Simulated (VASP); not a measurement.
# TePb (Pm-3m) in VASP: settings compared

TePb is run at these levels: PBE, PBE+D4, PBEsol+D3(BJ); tasks: single point, relaxation of cell and atoms.

All numbers are computed with VASP 6.6.1; they aren't measurements. Logs are shortened: lines on timing, memory, paths and dates and some standing lists are left out, and cuts for length are marked.

## Step 1: The cell of the first run

It takes space group Pm-3m (No. 221, cubic). The conventional cell has a = 4.002 Å, b = 4.002 Å, c = 4.002 Å, α = 90.00°, β = 90.00°, γ = 90.00°. Pb (site symmetry m-3m) has 8 Te at 3.47 Å and 6 Pb at 4.00 Å within 4.6 Å. Within 4.6 Å of Te (site symmetry m-3m) lie 8 Pb at 3.47 Å and 6 Te at 4.00 Å.

## Step 2: Single point, PBE

File INCAR:

```
SYSTEM = TePb
PREC = Accurate ; ENCUT = 500
EDIFF = 1E-6 ; ISMEAR = 0
SIGMA = 0.024 ; LREAL = .False.
LASPH = .True. ; NELM = 120
ALGO = Normal ; ISIF = 2
LWAVE = .False. ; LCHARG = .False.
GGA = PE ; NBANDS = 17
GGA_COMPAT = .False.
```

File KPOINTS:

```
Automatic mesh
0
Gamma
  7 7 7
  0 0 0
```

File POSCAR:

```
TePb
1.0
    4.0022870000      0.0000000000      0.0000000000
    0.0000000000      4.0022870000      0.0000000000
    0.0000000000      0.0000000000      4.0022870000
Pb Te
1 1
Direct
    0.0000000000      0.0000000000      0.0000000000
    0.5000000000      0.5000000000      0.5000000000
```

Potentials or basis: VASP PAW PBE potentials, release 64 (Pb_d, Te).

Run with:

```console
$ cat potpaw_PBE.64/Pb_d/POTCAR potpaw_PBE.64/Te/POTCAR > POTCAR
$ mpirun -np 1 vasp_std > vasp.out
```

OUTCAR:

```text
SYSTEM = TePb
   PREC = Accurate
   ENCUT = 500
   EDIFF = 1E-6
   ISMEAR = 0
   LREAL = .False.
   LASPH = .True.
   NELM = 120
   ISIF = 2
   GGA = PE

 ion  position               nearest neighbor table
   1  0.000  0.000  0.000-   2 3.47   2 3.47   2 3.47   2 3.47   2 3.47   2 3.47   2 3.47   2 3.47

   2  0.500  0.500  0.500-   1 3.47   1 3.47   1 3.47   1 3.47   1 3.47   1 3.47   1 3.47   1 3.47

  LATTYP: Found a simple cubic cell.
 ALAT       =     4.0022870000

  Lattice vectors:

 A1 = (   4.0022870000,   0.0000000000,   0.0000000000)
 A2 = (   0.0000000000,   4.0022870000,   0.0000000000)
 A3 = (   0.0000000000,   0.0000000000,   4.0022870000)

Analysis of symmetry for initial positions (statically):
=====================================================================
 Subroutine PRICEL returns:
 Original cell was already a primitive cell.

 Routine SETGRP: Setting up the symmetry group for a
 simple cubic supercell.

 Subroutine GETGRP returns: Found 48 space group operations
 (whereof 48 operations were pure point group operations)
 out of a pool of 48 trial point group operations.

The static configuration has the point symmetry O_h .

Analysis of symmetry for dynamics (positions and initial velocities):
=====================================================================
 Subroutine PRICEL returns:
 Original cell was already a primitive cell.

 Routine SETGRP: Setting up the symmetry group for a
 simple cubic supercell.

 Subroutine GETGRP returns: Found 48 space group operations
 (whereof 48 operations were pure point group operations)
 out of a pool of 48 trial point group operations.

The dynamic configuration has the point symmetry O_h .

 Subroutine INISYM returns: Found 48 space group operations
 (whereof 48 operations are pure point group operations),
 and found     1 'primitive' translations

----------------------------------------------------------------------------------------

                                     Primitive cell

  volume of cell :      64.1098

  direct lattice vectors                    reciprocal lattice vectors
     4.002287000  0.000000000  0.000000000     0.249857144  0.000000000  0.000000000
     0.000000000  4.002287000  0.000000000     0.000000000  0.249857144  0.000000000
     0.000000000  0.000000000  4.002287000     0.000000000  0.000000000  0.249857144

  length of vectors
     4.002287000  4.002287000  4.002287000     0.249857144  0.249857144  0.249857144

  position of ions in fractional coordinates (direct lattice)
     0.000000000  0.000000000  0.000000000
     0.500000000  0.500000000  0.500000000

  ion indices of the primitive-cell ions
   primitive index   ion index
                 1           1
                 2           2

----------------------------------------------------------------------------------------

 KPOINTS: Automatic mesh

Automatic generation of k-mesh.
 Grid dimensions read from file:
 generate k-points for:    7    7    7

 Generating k-lattice:

  Cartesian coordinates                     Fractional coordinates (reciprocal lattice)
     0.035693878  0.000000000  0.000000000     0.142857143  0.000000000  0.000000000
     0.000000000  0.035693878  0.000000000     0.000000000  0.142857143  0.000000000
     0.000000000  0.000000000  0.035693878     0.000000000  0.000000000  0.142857143

  Length of vectors
     0.035693878  0.035693878  0.035693878

  Shift w.r.t. Gamma in fractional coordinates (k-lattice)
     0.000000000  0.000000000  0.000000000

 Subroutine IBZKPT returns following result:
 ===========================================

 Found     20 irreducible k-points:

 Following reciprocal coordinates:
            Coordinates               Weight
  0.000000  0.000000  0.000000      1.000000
  0.142857  0.000000  0.000000      6.000000
  0.285714  0.000000  0.000000      6.000000
  0.428571  0.000000  0.000000      6.000000
  0.142857  0.142857  0.000000     12.000000
  0.285714  0.142857  0.000000     24.000000
[... 12 lines left out ...]
  0.428571  0.428571  0.285714     24.000000
  0.428571  0.428571  0.428571      8.000000
   k-points           NKPTS =     20   k-points in BZ     NKDIM =     20   number of bands    NBANDS=     17
   number of dos      NEDOS =    301   number of ions     NIONS =      2
   total plane-waves  NPLWV =  27000
   dimension x,y,z NGX =    30 NGY =   30 NGZ =   30
   dimension x,y,z NGXF=    60 NGYF=   60 NGZF=   60
   ions per type =               1   1
   NGX,Y,Z   is equivalent  to a cutoff of  12.46, 12.46, 12.46 a.u.
   NGXF,Y,Z  is equivalent  to a cutoff of  24.92, 24.92, 24.92 a.u.
 SYSTEM =  TePb
   PREC   = accura    normal or accurate (medium, high low for compatibility)
   ISTART =      0    job   : 0-new  1-cont  2-samecut
   ICHARG =      2    charge: 1-file 2-atom 10-const
   ISPIN  =      1    spin polarized calculation?
   LNONCOLLINEAR =      F non collinear calculations
   LSORBIT =      F    spin-orbit coupling
   LASPH  =      T    aspherical Exc in radial PAW
   ENCUT  =  500.0 eV  36.75 Ry    6.06 a.u.   7.30  7.30  7.30*2*pi/ulx,y,z
   NELM   =    120;   NELMIN=  2; NELMDL= -5     # of ELM steps
   EDIFF  = 0.1E-05   stopping-criterion for ELM
   LREAL  =      F    real-space projection
   EDIFFG = 0.1E-04   stopping-criterion for IOM
   NSW    =      0    number of steps for IOM
   IBRION =     -1    ionic relax: 0-MD 1-quasi-New 2-CG
   NFREE  =      0    steps in history (QN), initial steepest desc. (CG)
   ISIF   =      2    stress and relaxation
   ISYM   =      2    0-nonsym 1-usesym 2-fastsym
   POTIM  = 0.5000    time-step for ionic-motion
   TEBEG  =    0.0;   TEEND  =   0.0 temperature during run
   PSTRESS=    0.0 pullay stress
   NELECT =      20.0000    total number of electrons
   NUPDOWN=      -1.0000    fix difference up-down
   EMIN   =  10.00;   EMAX   =-10.00  energy-range for DOS
   EFERMI =   0.00;   METHOD = LEGACY
   ISMEAR =     0;   SIGMA  =   0.02  broadening in eV -4-tet -1-fermi 0-gaus
   EFERMI_NEDOS =   21; number of points for ismear=-14 and -15
   IALGO  =     38    algorithm
   IMIX   =      4    mixing-type and parameters
     AMIX     =   0.40;   BMIX     =  1.00
     AMIX_MAG =   1.60;   BMIX_MAG =  1.00
  volume/ion in A,a.u.               =      32.05       216.32
  Fermi-wavevector in a.u.,A,eV,Ry     =   1.110307  2.098177 16.773027  1.232783
  Thomas-Fermi vector in A             =   2.246857
   LORBIT       =      0    0 simple, 1 ext, 2 COOP (PROOUT), +10 PAW based schemes
   GGA     = PE    functional components
   LHFCALC =     F    Hartree Fock is set to
   AEXX    =    0.0000 exact exchange contribution
   IVDW    =     0    specifies the selected vdW correction
   LEPSILON=     F    determine dielectric tensor
   LRPA    =     F    only Hartree local field effects (RPA)
 non-spin polarized calculation
 Gauss-broadening in eV      SIGMA  =   0.02
  energy-cutoff  :      500.00
  volume of cell :       64.11
 maximum number of plane-waves:      1647
 NGX is ok and might be reduce to    30
   NGX = 15   NGY = 15   NGZ = 15

 number of electron      20.0000009 magnetization

 Free energy of the ion-electron system (eV)
  ---------------------------------------------------
  ext. energy  EPLUGINS =         0.00000000
  ---------------------------------------------------
  free energy    TOTEN  =        -7.05245867 eV

  energy without entropy =       -7.05069951  energy(sigma->0) =       -7.05157909

 E-fermi :   6.4000     XC(G=0):  -9.6815

 val. band max:        6.3982647262   @ k =   0.4286   0.2857   0.0000
 cond. band min:       6.4092432716   @ k =   0.4286   0.4286   0.2857
 fundamental gap:      0.0109785454
 Fermi energy:         6.3999912996

 k-point     1 :       0.0000    0.0000    0.0000
  band No.  band energies     occupation
      1     -10.7859      2.00000
      2     -10.7859      2.00000
      3     -10.7027      2.00000
      4     -10.7027      2.00000
      5     -10.7027      2.00000
      6      -5.7669      2.00000
[... 9 lines left out ...]
     16      16.3461      0.00000
     17      17.4101      0.00000

 k-point     2 :       0.1429    0.0000    0.0000
  band No.  band energies     occupation
      1     -10.7852      2.00000
      2     -10.7729      2.00000
      3     -10.7075      2.00000
      4     -10.7075      2.00000
      5     -10.7024      2.00000
      6      -5.6048      2.00000
[... 9 lines left out ...]
     16      16.4264      0.00000
     17      16.7866      0.00000

 k-point     3 :       0.2857    0.0000    0.0000
  band No.  band energies     occupation
      1     -10.7838      2.00000
      2     -10.7438      2.00000
      3     -10.7181      2.00000
      4     -10.7181      2.00000
      5     -10.7016      2.00000
      6      -5.1447      2.00000
[... 9 lines left out ...]
     16      14.6946      0.00000
     17      16.9726      0.00000

 k-point     4 :       0.4286    0.0000    0.0000
  band No.  band energies     occupation
      1     -10.7826      2.00000
      2     -10.7266      2.00000
      3     -10.7266      2.00000
      4     -10.7205      2.00000
      5     -10.7010      2.00000
      6      -4.5526      2.00000
[... 9 lines left out ...]
     16      16.9772      0.00000
     17      17.8152      0.00000
[... 263 lines left out ...]
      1     -10.7494      2.00000
      2     -10.7432      2.00000
      3     -10.7322      2.00000
      4     -10.7171      2.00000
      5     -10.6932      2.00000
      6      -3.7643      2.00000
[... 9 lines left out ...]
     16      15.9401      0.00000
     17      18.2381      0.00000

 k-point    19 :       0.4286    0.4286    0.2857
  band No.  band energies     occupation
      1     -10.7590      2.00000
      2     -10.7423      2.00000
      3     -10.7416      2.00000
      4     -10.7046      2.00000
      5     -10.6800      2.00000
      6      -3.5393      2.00000
[... 9 lines left out ...]
     16      17.4610      0.00000
     17      18.6435      0.00000

 k-point    20 :       0.4286    0.4286    0.4286
  band No.  band energies     occupation
      1     -10.7544      2.00000
      2     -10.7526      2.00000
      3     -10.7526      2.00000
      4     -10.6795      2.00000
      5     -10.6795      2.00000
      6      -3.3816      2.00000
[... 9 lines left out ...]
     16      18.8132      0.00000
     17      20.8060      0.00000

------------------------ aborting loop because EDIFF is reached ----------------------------------------

  FORCE on cell =-STRESS in cart. coord.  units (eV):
  Direction    XX          YY          ZZ          XY          YZ          ZX
  --------------------------------------------------------------------------------------
  -------------------------------------------------------------------------------------
  Total        0.0213314      0.0213314      0.0213314      0.0000000      0.0000000     -0.0000000
  in kB        0.5330948      0.5330948      0.5330948      0.0000000      0.0000000     -0.0000000
  external PRESSURE =       0.5330948 kB  Pullay stress =       0.0000000 kB

 VOLUME and BASIS-vectors are now :
 -----------------------------------------------------------------------------
  energy-cutoff  :      500.00
  volume of cell :       64.11
      direct lattice vectors                 reciprocal lattice vectors
     4.002287000  0.000000000  0.000000000     0.249857144  0.000000000  0.000000000
     0.000000000  4.002287000  0.000000000     0.000000000  0.249857144  0.000000000
     0.000000000  0.000000000  4.002287000     0.000000000  0.000000000  0.249857144

 POSITION                                       TOTAL-FORCE (eV/Angst)
 -----------------------------------------------------------------------------------
      0.00000      0.00000      0.00000         0.000000      0.000000      0.000000
      2.00114      2.00114      2.00114         0.000000      0.000000      0.000000
 -----------------------------------------------------------------------------------
    total drift:                               -0.000000     -0.000000     -0.000000

  FREE ENERGIE OF THE ION-ELECTRON SYSTEM (eV)
  ---------------------------------------------------
  free  energy   TOTEN  =        -7.0524586741 eV

  energy  without entropy=       -7.0506995078  energy(sigma->0) =       -7.05157909
```

Wall time 12 s (1 thread of AMD EPYC 9R45 (Zen 5), shared host); peak memory 0.14 GiB.

What came out:

| Property | Result |
| --- | --- |
| Free energy | -7.0525 eV |
| Pressure | 0.1 GPa |
| Band gap on the k mesh | zero (bands 10 and 11 overlap by 0.80 eV) |

Levels at points of the mesh, in eV from the Fermi level:
| k point | band 8 | band 9 | band 10 | band 11 | band 12 | band 13 |
| --- | --- | --- | --- | --- | --- | --- |
| (0.00, 0.00, 0.00) | -1.57 | -1.57 | -1.57 | 4.00 | 4.00 | 5.22 |

Caveat: spin-orbit coupling is left out, which moves the levels of the heavy elements.

(Part 1 of 3 ends here.)
